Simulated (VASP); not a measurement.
A run of VASP 6.6.1:

File INCAR:

```
SYSTEM = Rh
ALGO = Fast
EDIFF = 1E-6
ENCUT = 520
GGA = PE
ISIF = 2
ISMEAR = 0
LASPH = .True.
LCHARG = .False.
LREAL = .False.
LWAVE = .False.
NBANDS = 14
NELM = 100
PREC = Accurate
SIGMA = 0.15
```

File KPOINTS:

```
k-points
0
Gamma
  26 26 26
  0 0 0
```

POSCAR

```
Rh
1.0
    0.0000000000      1.9149654115      1.9149654115
    2.1064619526      0.0000000000      1.9149654115
    2.1064619526      1.9149654115      0.0000000000
Rh
1
Direct
    0.0000000000      0.0000000000      0.0000000000
```

Potentials or basis: VASP PAW PBE potentials, release 64 (Rh_pv).

Run with:

```console
$ cat potpaw_PBE.64/Rh_pv/POTCAR > POTCAR
$ mpirun -np 1 vasp_std > vasp.out
```

Hardware: 1 thread of AMD EPYC 9R45 96-Core Processor (Zen 5), on a shared host.

Problem. How long does it take, and how much memory?

Solution. Run time: 2.3 min on 1 thread of AMD EPYC 9R45 96-Core Processor (Zen 5), with other jobs on the host, peak memory 0.32 GiB. Counts: scf iterations 12, k points 1330.
